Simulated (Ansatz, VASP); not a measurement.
**Hg: VASP beside Ansatz**

Contents of INCAR:

```
SYSTEM = Hg
PREC = Accurate ; ENCUT = 500
EDIFF = 1E-6 ; ISMEAR = -1
SIGMA = 0.1 ; LREAL = .FALSE.
LASPH = .TRUE. ; NELM = 120
ALGO = Normal ; ISIF = 2
LWAVE = .FALSE. ; LCHARG = .TRUE.
GGA = PE ; LELF = .TRUE.
LVHAR = .TRUE. ; NBANDS = 12
GGA_COMPAT = .FALSE.
```

File KPOINTS:

```
Automatic mesh
0
G
  14 14 14
  0 0 0
```

File POSCAR:

```
Hg
1.0
   -1.4277693554      1.4277693554      1.4277693554
    1.4277693554     -1.4277693554      1.4277693554
    1.4277693554      1.4277693554     -1.4277693554
Hg
1
Direct
    0.0000000000      0.0000000000      0.0000000000
```

Input for Ansatz:

```yaml
crystal:
  lattice:
    - [-1.4277693554, 1.4277693554, 1.4277693554]
    - [1.4277693554, -1.4277693554, 1.4277693554]
    - [1.4277693554, 1.4277693554, -1.4277693554]
  atoms:
    - { symbol: Hg, position: [0.0, 0.0, 0.0] }
kpoints:
  mp_grid: { grid: [14, 14, 14] }
  band_path:
    path:
      - [0.0, 0.0, 0.0]
      - [0.5, -0.5, 0.5]
      - [0.0, 0.0, 0.5]
      - [0.0, 0.0, 0.0]
      - [0.25, 0.25, 0.25]
      - [0.5, -0.5, 0.5]
      - [0.25, 0.25, 0.25]
      - [0.0, 0.0, 0.5]
    npoints: 8
scf:
  occupations: { method: fermi_dirac, width: 0.1 }
hamiltonian:
  xc: pbe
  pseudopotentials: { kind: all_electron, lapw: { basis_error: 0.001 } }
output:
  forces: true
  stress: true
  eigenvalues: true
  populations: true
  dos: { projected: true, de: 0.2, e_range: [-14, 8] }
```

Change from the starting cell: volume scaled by 0.4, LAPW.

Alike in both runs: task single point; functional PBE; k mesh 14 × 14 × 14; occupations fermi-dirac, width 0.1 eV; no spin polarisation.

|  | VASP | Ansatz |
| --- | --- | --- |
| version | VASP 6.6.1 | Ansatz 0.2.0 |
| potentials or method | VASP PAW PBE potentials, release 64 (Hg), cutoff 500 eV | all-electron LAPW, scalar-relativistic |

Ansatz gave:

* pressure (GPa): 291.6

Question: What did VASP give for the same quantities?

Answer: Pressure (GPa): 307.8.

Both programs put the cell under a high pressure, so it lies far from rest at this level. Ansatz ran all-electron here, and VASP with PAW potentials.

Neither program's run includes spin-orbit coupling. Noted on VASP's run: the cell as given lies far from equilibrium.
